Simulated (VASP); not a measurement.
Write the native input for VASP 6.6.1 that does the following.

- Task: single point
- Functional: r2SCAN
- Potentials or basis: VASP PAW PBE potentials, release 64 (Sn_d, Se)
- Cutoff: 520 eV
- k mesh: 12 × 12 × 4
- Occupations: gaussian, width 0.02 eV
- Spin: no spin polarisation
- Dipole correction: no
- Further INCAR settings: ALGO = Normal; EDIFF = 1e-06; NBANDS = 20

Crystal: SnSe2.

```
Sn Se
1.0
     3.84056    0.00000    0.00000
    -1.92028    3.32602    0.00000
     0.00000    0.00000    6.13315
Sn Se
1 2
Direct
  0.00000 0.00000 0.00000
  0.66667 0.33333 0.74463
  0.33333 0.66667 0.25537
```

These files were run (other wordings do the same):

POSCAR

```
SnSe2
1.0
    3.8405603077      0.0000000000      0.0000000000
   -1.9202801539      3.3260227912      0.0000000000
    0.0000000000      0.0000000000      6.1331539479
Sn Se
1 2
Direct
    0.0000000000      0.0000000000      0.0000000000
    0.6666666667      0.3333333333      0.7446286234
    0.3333333333      0.6666666667      0.2553713766
```

INCAR.step1

```
SYSTEM = SnSe2
  PREC = Accurate
  ENCUT = 520
  ISMEAR = 0
  SIGMA = 0.02
  LREAL = .False.
  LASPH = .True.
  NELM = 80
  NBANDS = 20
  GGA = PE
  ALGO = Normal
  EDIFF = 1E-4
  LWAVE = .True.
  LCHARG = .False.
```

INCAR.step2

```
SYSTEM = SnSe2
  PREC = Accurate
  ENCUT = 520
  EDIFF = 1E-6
  ISMEAR = 0
  SIGMA = 0.02
  LREAL = .False.
  LASPH = .True.
  NELM = 80
  ALGO = Normal
  ISIF = 2
  LWAVE = .False.
  LCHARG = .False.
  METAGGA = R2SCAN
  LMIXTAU = .True.
  NBANDS = 20
  ISTART = 1
```

KPOINTS

```
regular mesh
0
Gamma
  12 12 4
  0 0 0
```

Potentials or basis: VASP PAW PBE potentials, release 64 (Sn_d, Se).

Run with:

```sh
$ cat potpaw_PBE.64/Sn_d/POTCAR potpaw_PBE.64/Se/POTCAR > POTCAR
$ cp INCAR.step1 INCAR
$ mpirun -np 1 vasp_std > vasp.out
$ cp INCAR.step2 INCAR
$ mpirun -np 1 vasp_std > vasp.out
```

It gave:

```yaml
Pressure: 1.0 GPa
Largest_force: 0.012 eV/Å
Band_gap_on_the_k_mesh: 0.94 eV (least direct gap 1.36 eV)
```

Caveat: the PAW data sets were made with another functional, which shifts forces and pressure a little; spin-orbit coupling is left out, which moves the levels of the heavy elements.

Run time: 5 min on 1 thread of Intel(R) Xeon(R) Platinum 8488C (Sapphire Rapids), on a shared host, peak memory 0.28 GiB.
